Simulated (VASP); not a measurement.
Set up this calculation in VASP 6.6.1, as the native input.

```yaml
Task: single point
Functional: r2SCAN
Potentials_or_basis: VASP PAW PBE potentials, release 64 (Zr_sv, N)
Cutoff: 520 eV
k_mesh: 8 × 8 × 10
Occupations: fermi-dirac, width 0.3 eV
Spin: no spin polarisation
Dipole_correction: no
Further_INCAR_settings: ALGO = Normal; EDIFF = 1e-07; NBANDS = 38
```

Zr2N:

```
Zr N
1.0
     5.41300    0.00000    0.00000
     0.00000    5.41300    0.00000
     0.00000    0.00000    3.30779
Zr N
4 2
Direct
  0.29613 0.29613 0.00000
  0.70387 0.70387 0.00000
  0.79613 0.20387 0.50000
  0.20387 0.79613 0.50000
  0.00000 0.00000 0.00000
  0.50000 0.50000 0.50000
```

One way to write it, as run:

POSCAR

```
Zr2N
1.0
    5.4130027300      0.0000000000      0.0000000000
    0.0000000000      5.4130027300      0.0000000000
    0.0000000000      0.0000000000      3.3077891900
Zr N
4 2
Direct
    0.2961254600      0.2961254600      0.0000000000
    0.7038745400      0.7038745400      0.0000000000
    0.7961254600      0.2038745400      0.5000000000
    0.2038745400      0.7961254600      0.5000000000
    0.0000000000      0.0000000000      0.0000000000
    0.5000000000      0.5000000000      0.5000000000
```

INCAR.step1

```
PREC     = Accurate       # precision mode
ENCUT    = 520            # plane-wave cutoff, eV
ISMEAR   = -1             # smearing method
SIGMA    = 0.3            # smearing width, eV
LREAL    = F              # projectors in reciprocal space
LASPH    = T              # aspherical terms in the spheres
NELM     = 80             # most SCF steps
NBANDS   = 38             # bands
GGA      = PE             # functional
ALGO     = Normal         # electronic algorithm
EDIFF    = 1E-4           # SCF threshold, eV
LWAVE    = T              # write WAVECAR
LCHARG   = F              # write CHGCAR
```

INCAR.step2

```
PREC     = Accurate       # precision mode
ENCUT    = 520            # plane-wave cutoff, eV
EDIFF    = 1E-7           # SCF threshold, eV
ISMEAR   = -1             # smearing method
SIGMA    = 0.3            # smearing width, eV
LREAL    = F              # projectors in reciprocal space
LASPH    = T              # aspherical terms in the spheres
NELM     = 80             # most SCF steps
ALGO     = Normal         # electronic algorithm
ISIF     = 2              # what is computed and relaxed
LWAVE    = F              # write WAVECAR
LCHARG   = F              # write CHGCAR
METAGGA  = R2SCAN         # meta-GGA
LMIXTAU  = T            
NBANDS   = 38             # bands
ISTART   = 1
```

KPOINTS

```
Automatic mesh
0
Gamma
  8 8 10
```

Potentials or basis: VASP PAW PBE potentials, release 64 (Zr_sv, N).

Launch:

```bash
$ cat potpaw_PBE.64/Zr_sv/POTCAR potpaw_PBE.64/N/POTCAR > POTCAR
$ cp INCAR.step1 INCAR
$ mpirun -np 1 vasp_std > vasp.out
$ cp INCAR.step2 INCAR
$ mpirun -np 1 vasp_std > vasp.out
```

Results of the run:

* Pressure: 0.4 GPa
* Largest force: 0.069 eV/Å
* Band gap on the k mesh: zero (bands 29 and 30 overlap by 2.63 eV)

Caveat: so wide a smearing shifts energies and pressures; the PAW data sets were made with another functional, which shifts forces and pressure a little.

It took 24 min on 1 thread of Intel Xeon 8259CL (shared host), peak memory 0.38 GiB.
